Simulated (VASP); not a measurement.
Pd:

```xyz
1
Lattice="0.0000 1.9735 1.9735 1.9735 0.0000 1.9735 1.9735 1.9735 0.0000" Properties=species:S:1:pos:R:3 pbc="T T T"
Pd    0.0000    0.0000    0.0000
```

Base run:

* Program: VASP 6.6.1
* Functional: PBE
* Potentials or basis: VASP PAW PBE potentials, release 64 (Pd)
* Cutoff: 520 eV
* k mesh: 14 × 14 × 14
* Occupations: methfessel-paxton, width 0.01 eV
* Spin: no spin polarisation

Its results: band gap on the k mesh zero (band 5 reaches 9.37 eV, above the bottom of band 6 at 7.89 eV); pressure -0.8 GPa.

Problem. The run is repeated on the same cell with these changes: occupations from methfessel-paxton, width 0.01 eV to fermi-dirac, width 0.1 eV. What comes out?

Solution. Band gap on the k mesh zero (band 5 reaches 9.37 eV, above the bottom of band 6 at 7.88 eV); pressure -0.3 GPa.
